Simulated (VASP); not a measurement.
A run of VASP 6.6.1:

Contents of INCAR:

```
ALGO = Normal
EDIFF = 1E-6
ENCUT = 500
GGA = PE
GGA_COMPAT = False
ISIF = 2
ISMEAR = 0
LASPH = True
LCHARG = False
LMAXMIX = 6
LREAL = False
LWAVE = False
NBANDS = 32
NELM = 200
PREC = Accurate
SIGMA = 0.01
```

File KPOINTS:

```
k-points
0
Gamma
  6 6 4
```

POSCAR

```
KNd2Sb3
1.0
    4.8596848719      0.0000000000      0.0000000000
   -2.4298424359      4.2086105535      0.0000000000
    0.0000000000      0.0000000000     11.0673200824
K Nd Sb
1 2 3
Direct
    0.6666666667      0.3333333333      0.0000000000
    0.3333333333      0.6666666667      0.3320753749
    0.3333333333      0.6666666667      0.6679246251
    0.0000000000      0.0000000000      0.5000000000
    0.0000000000      0.0000000000      0.7905674121
    0.0000000000      0.0000000000      0.2094325879
```

Potentials or basis: VASP PAW PBE potentials, release 64 (K_sv, Nd_3, Sb), 4f in core.

The run is started by

```sh
$ cat potpaw_PBE.64/K_sv/POTCAR potpaw_PBE.64/Nd_3/POTCAR potpaw_PBE.64/Sb/POTCAR > POTCAR
$ mpirun -np 1 vasp_std > vasp.out
```

Hardware: 1 thread of Intel(R) Xeon(R) Platinum 8375C CPU @ 2.90GHz (Ice Lake) (shared host).

Q: How long does it take, and how much memory?

A: Wall time 2.7 min on 1 thread of Intel(R) Xeon(R) Platinum 8375C CPU @ 2.90GHz (Ice Lake), with other jobs on the host, peak memory 0.4 GiB. Counts: scf iterations 15, k points 21.
